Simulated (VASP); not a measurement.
# Al (P6_3/mmc) in VASP: a series of runs, part 2 of 2

VASP 6.6.1. The steps go on from the part before.

**4. Single point, PBE**

This run uses another cell than the first one: it holds 2 atoms, not 4.

File INCAR:

```
ALGO = Normal ; EDIFF = 1E-6
ENCUT = 520 ; GGA = PE
ISIF = 2 ; ISMEAR = -1
LASPH = T ; LCHARG = F
LREAL = F ; LWAVE = F
NBANDS = 10 ; NELM = 80
PREC = Accurate ; SIGMA = 0.08
```

File KPOINTS:

```
k-points
0
Gamma
  17 17 9
```

File POSCAR:

```
Al
1.0
    2.6433327875      0.0000000000      0.0000000000
   -1.3216663938      2.2891933446      0.0000000000
    0.0000000000      0.0000000000      4.3285885294
Al
2
Direct
    0.3333333333      0.6666666667      0.2500000000
    0.6666666667      0.3333333333      0.7500000000
```

Potentials or basis: VASP PAW PBE potentials, release 64 (Al).

Run with:

```
$ cat potpaw_PBE.64/Al/POTCAR > POTCAR
$ mpirun -np 1 vasp_std > vasp.out
```

OUTCAR:

```text
EDIFF = 1E-6
   ENCUT = 520
   GGA = PE
   ISIF = 2
   ISMEAR = -1
   LASPH = T
   LREAL = F
   NELM = 80
   PREC = Accurate

 ion  position               nearest neighbor table
   1  0.333  0.667  0.250-   2 2.65   2 2.65   2 2.65   2 2.65   2 2.65   2 2.65
   2  0.667  0.333  0.750-   1 2.65   1 2.65   1 2.65   1 2.65   1 2.65   1 2.65

  LATTYP: Found a hexagonal cell.
 ALAT       =     2.6433327875
 C/A-ratio  =     1.6375495926

  Lattice vectors:

 A1 = (   2.6433327875,   0.0000000000,   0.0000000000)
 A2 = (  -1.3216663938,   2.2891933446,   0.0000000000)
 A3 = (   0.0000000000,   0.0000000000,   4.3285885294)

Analysis of symmetry for initial positions (statically):
=====================================================================
 Subroutine PRICEL returns:
 Original cell was already a primitive cell.

 Routine SETGRP: Setting up the symmetry group for a
 hexagonal supercell.

 Subroutine GETGRP returns: Found 24 space group operations
 (whereof 12 operations were pure point group operations)
 out of a pool of 24 trial point group operations.

The static configuration has the point symmetry D_3d.
 The point group associated with its full space group is D_6h.

Analysis of symmetry for dynamics (positions and initial velocities):
=====================================================================
 Subroutine PRICEL returns:
 Original cell was already a primitive cell.

 Routine SETGRP: Setting up the symmetry group for a
 hexagonal supercell.

 Subroutine GETGRP returns: Found 24 space group operations
 (whereof 12 operations were pure point group operations)
 out of a pool of 24 trial point group operations.

The dynamic configuration has the point symmetry D_3d.
 The point group associated with its full space group is D_6h.

 Subroutine INISYM returns: Found 24 space group operations
[... 119 lines left out ...]
  Fermi-wavevector in a.u.,A,eV,Ry     =   1.001686  1.892913 13.651750  1.003375
  Thomas-Fermi vector in A             =   2.134124
   LORBIT       =      0    0 simple, 1 ext, 2 COOP (PROOUT), +10 PAW based schemes
   GGA     = PE    functional components
   LHFCALC =     F    Hartree Fock is set to
   AEXX    =    0.0000 exact exchange contribution
   IVDW    =     0    specifies the selected vdW correction
   LEPSILON=     F    determine dielectric tensor
   LRPA    =     F    only Hartree local field effects (RPA)
 non-spin polarized calculation
  energy-cutoff  :      520.00
  volume of cell :       26.19
 maximum number of plane-waves:       726
 NGX is ok and might be reduce to    20

 number of electron       6.0000000 magnetization

 Free energy of the ion-electron system (eV)
  ---------------------------------------------------
  ext. energy  EPLUGINS =         0.00000000
  ---------------------------------------------------
  free energy    TOTEN  =        -6.90060407 eV

  energy without entropy =       -6.88648670  energy(sigma->0) =       -6.89354539

 E-fermi :  10.6647     XC(G=0): -11.0654

 val. band max:       10.6581192598   @ k =   0.3529   0.1765   0.0000
 cond. band min:      10.7106610716   @ k =   0.4118  -0.0000   0.0000
 fundamental gap:      0.0525418118
 Fermi energy:        10.6646610837

 k-point     1 :       0.0000    0.0000    0.0000
  band No.  band energies     occupation
      1      -2.1961      2.00000
      2       5.0671      2.00000
      3       5.8712      2.00000
      4      22.9836      0.00000
      5      22.9836      0.00000
      6      23.2841      0.00000
      7      23.2841      0.00000
      8      23.9442      0.00000
      9      27.1742      0.00000
     10      28.0562      0.00000
[... 287 lines left out ...]
 k-point    24 :       0.1765    0.1765    0.0000
  band No.  band energies     occupation
      1       0.4068      2.00000
      2       7.4637      2.00000
      3       8.1813      2.00000
      4      12.7364      0.00000
      5      13.6128      0.00000
      6      19.1462      0.00000
      7      20.2632      0.00000
      8      20.3196      0.00000
      9      21.6921      0.00000
     10      25.9780      0.00000

 [... further k-points ...]

------------------------ aborting loop because EDIFF is reached ----------------------------------------

  FORCE on cell =-STRESS in cart. coord.  units (eV):
  Direction    XX          YY          ZZ          XY          YZ          ZX
  --------------------------------------------------------------------------------------
  -------------------------------------------------------------------------------------
  Total        4.9201059      4.9201059      4.9207038     -0.0000000     -0.0000000      0.0000000
  in kB      300.9569721    300.9569721    300.9935439     -0.0000000     -0.0000000      0.0000000
  external PRESSURE =     300.9691627 kB  Pullay stress =       0.0000000 kB

 VOLUME and BASIS-vectors are now :
 -----------------------------------------------------------------------------
  energy-cutoff  :      520.00
  volume of cell :       26.19
      direct lattice vectors                 reciprocal lattice vectors
     2.643332787  0.000000000  0.000000000     0.378310292  0.218417549  0.000000000
    -1.321666394  2.289193345  0.000000000     0.000000000  0.436835098  0.000000000
     0.000000000  0.000000000  4.328588529     0.000000000  0.000000000  0.231022190

 POSITION                                       TOTAL-FORCE (eV/Angst)
 -----------------------------------------------------------------------------------
     -0.00000      1.52613      1.08215         0.000000     -0.000000      0.000000
      1.32167      0.76306      3.24644        -0.000000      0.000000      0.000000
 -----------------------------------------------------------------------------------
    total drift:                                0.000000     -0.000000     -0.000000

  FREE ENERGIE OF THE ION-ELECTRON SYSTEM (eV)
  ---------------------------------------------------
  free  energy   TOTEN  =        -6.9006040726 eV

  energy  without entropy=       -6.8864867039  energy(sigma->0) =       -6.89354539
```

OSZICAR:

```text
N       E                     dE             d eps       ncg     rms          rms(c)
DAV:   1     0.106529153380E+01    0.10653E+01   -0.24528E+03  3300   0.486E+02
DAV:   2    -0.682685799069E+01   -0.78921E+01   -0.76730E+01  4394   0.600E+01
DAV:   3    -0.696755555864E+01   -0.14070E+00   -0.13898E+00  4246   0.642E+00
DAV:   4    -0.696809738078E+01   -0.54182E-03   -0.54175E-03  4008   0.458E-01
DAV:   5    -0.696810146128E+01   -0.40805E-05   -0.40802E-05  4020   0.397E-02    0.253E+00
DAV:   6    -0.692822222523E+01    0.39879E-01   -0.17912E-03  3674   0.233E-01    0.146E+00
DAV:   7    -0.690074266612E+01    0.27480E-01   -0.56899E-03  3466   0.382E-01    0.234E-01
DAV:   8    -0.690061469173E+01    0.12797E-03   -0.12140E-04  4432   0.641E-02    0.178E-01
DAV:   9    -0.690060402269E+01    0.10669E-04   -0.63448E-06  3904   0.142E-02    0.672E-03
DAV:  10    -0.690060407258E+01   -0.49892E-07   -0.12902E-07  2060   0.253E-03
   1 F= -.69006041E+01 E0= -.68935454E+01  d E =-.141174E-01
```

Run time: 38 s. Hardware: 1 thread of Intel Xeon 6975P-C, shared host; peak memory 0.15 GiB.

Results:

* Free energy: -6.9006 eV
* Pressure: 30.1 GPa
* Band gap on the k mesh: zero (band 3 reaches 14.31 eV, above the bottom of band 4 at 7.39 eV)

**5. Single point, PBE**

This run uses another cell than the first one, of 15.22 Å³/atom, 1.164 times its volume.

File INCAR:

```
PREC     = Accurate       # precision mode
ENCUT    = 520            # plane-wave cutoff, eV
EDIFF    = 1E-7           # SCF threshold, eV
ISMEAR   = -1             # smearing method
SIGMA    = 0.08           # smearing width, eV
LREAL    = F              # projectors in reciprocal space
LASPH    = T              # aspherical terms in the spheres
NELM     = 80             # most SCF steps
ALGO     = Normal         # electronic algorithm
ISIF     = 2              # what is computed and relaxed
LWAVE    = F              # write WAVECAR
LCHARG   = T              # write CHGCAR
GGA      = PE             # functional
LELF     = T              # ELF
LVHAR    = T            
NBANDS   = 14             # bands
```

File KPOINTS:

```
Automatic mesh
0
Gamma
  10 10 7
```

File POSCAR:

```
Al
1.0
    3.7936366267      0.0000000000      0.0000000000
   -1.8968183134      3.2853856914      0.0000000000
    0.0000000000      0.0000000000      4.8845832357
Al
4
Direct
    0.0000000000      0.0000000000      0.0000000000
    0.0000000000      0.0000000000      0.5000000000
    0.3333333333      0.6666666667      0.2500000000
    0.6666666667      0.3333333333      0.7500000000
```

Run with:

```
$ cat potpaw_PBE.64/Al/POTCAR > POTCAR
$ mpirun -np 1 vasp_std > vasp.out
```

Wall time 64 s (1 thread of Intel Xeon 6975P-C, shared host); peak memory 0.18 GiB.

The run converged. Its results:

- Free energy: -12.6737 eV
- Pressure: 30.0 GPa
- Band gap on the k mesh: zero (band 6 reaches 10.00 eV, above the bottom of band 7 at 6.58 eV)

Levels at points of the mesh, in eV from the Fermi level:
| k point | band 4 | band 5 | band 6 | band 7 | band 8 | band 9 |
| --- | --- | --- | --- | --- | --- | --- |
| (0.00, 0.00, 0.00) | -0.14 | -0.14 | 1.19 | 1.19 | 2.56 | 4.81 |
| (0.50, 0.00, 0.00) | -2.48 | -2.32 | -2.07 | -2.00 | 0.06 | 2.73 |

**6. Single point, PBE**

This run uses another cell than the first one, of 13.11 Å³/atom, 1.003 times its volume.

File INCAR:

```
PREC = Accurate
ENCUT = 520
EDIFF = 1E-6
ISMEAR = -1
SIGMA = 0.08
LREAL = False
LASPH = True
NELM = 60
ALGO = Normal
ISIF = 2
LWAVE = False
LCHARG = True
GGA = PE
LELF = True
LVHAR = True
NBANDS = 14
```

File KPOINTS:

```
regular mesh
0
Gamma
  14 14 4
```

File POSCAR:

```
Al
1.0
    2.6394920951      0.0000000000      0.0000000000
   -1.3197460476      2.2858672074      0.0000000000
    0.0000000000      0.0000000000      8.6929517477
Al
4
Direct
    0.0000000000      0.0000000000      0.0000000000
    0.0000000000      0.0000000000      0.5000000000
    0.3333333333      0.6666666667      0.2500000000
    0.6666666667      0.3333333333      0.7500000000
```

Potentials or basis: VASP PAW PBE potentials, release 64 (Al).

Run with:

```
$ cat potpaw_PBE.64/Al/POTCAR > POTCAR
$ mpirun -np 1 vasp_std > vasp.out
```

Wall time 58 s (1 thread of Intel Xeon 6975P-C, shared host); peak memory 0.18 GiB.

The run converged. Its results:

* Free energy: -13.9013 eV
* Pressure: 30.0 GPa
* Band gap on the k mesh: zero (band 6 reaches 14.79 eV, above the bottom of band 7 at 8.72 eV)

Levels at points of the mesh, in eV from the Fermi level:
```tsv
k point	band 2	band 3	band 4	band 5	band 6	band 7	band 8	band 9	band 10	band 11
(0.00, 0.00, 0.00)	-10.87	-10.87	-5.59	-4.82	3.75	3.77	12.48	12.48	12.64	12.64
(0.50, 0.00, 0.00)	-5.96	-4.61	-4.55	-3.60	-3.53	0.75	1.04	1.75	2.08	6.93
(0.00, 0.00, 0.50)	-12.32	-8.50	-8.50	-1.09	-1.09	9.22	9.22	12.70	12.70	12.70
(0.50, 0.00, 0.50)	-5.66	-5.40	-5.40	-2.10	-2.10	-1.35	-1.35	4.95	4.95	5.32
```

**7. Single point, PBE**

This run uses another cell than the first one, of 13.11 Å³/atom, 1.003 times its volume.

File INCAR:

```
SYSTEM = Al
PREC = Accurate
ENCUT = 520
EDIFF = 1E-6
ISMEAR = -1
SIGMA = 0.08
LREAL = .False.
LASPH = .True.
NELM = 60
ALGO = Normal
ISIF = 2
LWAVE = .False.
LCHARG = .False.
GGA = PE
NBANDS = 14
```

File KPOINTS:

```
Automatic mesh
0
Gamma
  14 14 4
  0 0 0
```

POSCAR is that of step 6.

Run with:

```
$ cat potpaw_PBE.64/Al/POTCAR > POTCAR
$ mpirun -np 1 vasp_std > vasp.out
```

It took 55 s on 1 thread of Intel Xeon 6975P-C, shared host; peak memory 0.18 GiB.

Results (log left out):

| Property | Result |
| --- | --- |
| Free energy | -13.9013 eV |
| Pressure | 30.0 GPa |
| Band gap on the k mesh | zero (band 6 reaches 14.79 eV, above the bottom of band 7 at 8.72 eV) |

Levels at points of the mesh, in eV from the Fermi level:
```tsv
k point	band 3	band 4	band 5	band 6	band 7	band 8	band 9	band 10
(0.00, 0.00, 0.00)	-10.87	-5.59	-4.82	3.75	3.77	12.48	12.48	12.64
(0.50, 0.00, 0.00)	-4.61	-4.55	-3.60	-3.53	0.75	1.04	1.75	2.08
(0.00, 0.00, 0.50)	-8.50	-8.50	-1.09	-1.09	9.22	9.22	12.70	12.70
(0.50, 0.00, 0.50)	-5.40	-5.40	-2.10	-2.10	-1.35	-1.35	4.95	4.95
```

**8. Summary**

| task | cell | k mesh | cutoff (eV) | gap on the mesh (eV) | pressure (GPa) |
| --- | --- | --- | --- | --- | --- |
| relaxation of cell and atoms | relaxed to 30 GPa from a = 2.648, b = 2.648, c = 8.608 Å, angles 90.0, 90.0, 120.0°, 4 atoms | 14 × 14 × 4 | 600 | none | 30.0 |
| single point | a = 2.644, b = 2.644, c = 4.329 Å, angles 90.0, 90.0, 120.0°, 2 atoms | 17 × 17 × 9 | 520 | none | 30.0 |
| single point | a = 2.643, b = 2.643, c = 4.329 Å, angles 90.0, 90.0, 120.0°, 2 atoms | 17 × 17 × 9 | 520 | none | 30.1 |
| single point | a = 3.794, b = 3.794, c = 4.885 Å, angles 90.0, 90.0, 120.0°, 4 atoms | 10 × 10 × 7 | 520 | none | 30.0 |
| single point | a = 2.639, b = 2.639, c = 8.693 Å, angles 90.0, 90.0, 120.0°, 4 atoms | 14 × 14 × 4 | 520 | none | 30.0 |

Alike in all rows: level PBE; potentials or basis VASP PAW PBE potentials, release 64 (Al); no spin polarisation; smearing fermi-dirac 0.08 eV.

Caveats: the cell is relaxed towards a set pressure, so the enthalpy falls and the energy may rise (some runs).

Absolute energies hang on the potentials; compare differences alone.
